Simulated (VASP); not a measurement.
A run of VASP 6.6.1:

INCAR

```
PREC     = Accurate       # precision mode
ENCUT    = 600            # plane-wave cutoff, eV
EDIFF    = 1E-6           # SCF threshold, eV
ISMEAR   = 0              # smearing method
SIGMA    = 0.05           # smearing width, eV
LREAL    = F              # projectors in reciprocal space
LASPH    = T              # aspherical terms in the spheres
NELM     = 120            # most SCF steps
ALGO     = Normal         # electronic algorithm
ISIF     = 2              # what is computed and relaxed
LWAVE    = F              # write WAVECAR
LCHARG   = F              # write CHGCAR
GGA      = CA             # functional
NBANDS   = 24             # bands
GGA_COMPAT= F
```

Contents of KPOINTS:

```
regular mesh
0
Gamma
  8 8 8
```

Contents of POSCAR:

```
CdF2
1.0
    0.0000000000      2.6940000000      2.6940000000
    2.6940000000      0.0000000000      2.6940000000
    2.6940000000      2.6940000000      0.0000000000
Cd F
1 2
Direct
    0.0120549193      0.0120549193      0.0120549193
    0.2500000000      0.2500000000      0.2500000000
    0.7500000000      0.7500000000      0.7500000000
```

Potentials or basis: VASP PAW LDA potentials, release 64 (Cd_sv_GW, F).

Command:

```sh
$ cat potpaw_LDA.64/Cd_sv_GW/POTCAR potpaw_LDA.64/F/POTCAR > POTCAR
$ mpirun -np 1 vasp_std > vasp.out
```

Hardware: 1 thread of Intel(R) Xeon(R) Platinum 8259CL CPU @ 2.50GHz (Skylake/Cascade Lake), with other jobs on the host.

Question: Estimate the wall time of this run.

Answer: Run time: 80 s on 1 thread of Intel(R) Xeon(R) Platinum 8259CL CPU @ 2.50GHz (Skylake/Cascade Lake), on a shared host, peak memory 0.21 GiB. Counts: scf iterations 12, k points 65.
